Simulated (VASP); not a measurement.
Set up this calculation in VASP 6.6.1, as the native input.

| Property | Result |
| --- | --- |
| Task | relaxation of the atoms |
| Functional | LDA |
| Potentials or basis | VASP PAW LDA potentials, release 64 (Cu) |
| Cutoff | 520 eV |
| k mesh | 17 × 17 × 1 |
| Occupations | fermi-dirac, width 0.05 eV |
| Spin | no spin polarisation |
| Dipole correction | yes |
| Further INCAR settings | ALGO = Normal; EDIFF = 1e-06; IBRION = 2; EDIFFG = -0.01; NSW = 60 |

The structure of Cu lies in POSCAR:

```
Cu
1.0
    2.4873748555      0.0000000000      0.0000000000
   -1.2436874278      2.1541298136      0.0000000000
    0.0000000000      0.0000000000     20.0619000000
Cu
3
Direct
    0.1666666665      0.3333333335      0.3987666640
    0.5000000005      0.9999999995      0.4999999997
    0.8333333335      0.6666666665      0.6012333360
```

These files were run (other wordings do the same):

INCAR

```
PREC = Accurate ; ENCUT = 520
EDIFF = 1E-6 ; ISMEAR = -1
SIGMA = 0.05 ; LREAL = False
LASPH = True ; NELM = 100
ALGO = Normal ; ISIF = 2
LWAVE = False ; LCHARG = False
LDIPOL = True ; IDIPOL = 3
DIPOL = 0.5 0.5 0.500 ; GGA = CA
IBRION = 2 ; NSW = 60
EDIFFG = -0.01
```

KPOINTS

```
Automatic mesh
0
Gamma
  17 17 1
```

Potentials or basis: VASP PAW LDA potentials, release 64 (Cu).

Run with:

```sh
$ cat potpaw_LDA.64/Cu/POTCAR > POTCAR
$ mpirun -np 1 vasp_std > vasp.out
```

Results of the run:

```
Energy gained by relaxing : 1.0 meV/atom
Ionic steps               : 4
```

It took 2.9 min on 1 thread of Intel(R) Xeon(R) Platinum 8375C CPU @ 2.90GHz (Ice Lake) (shared host), peak memory 0.2 GiB.
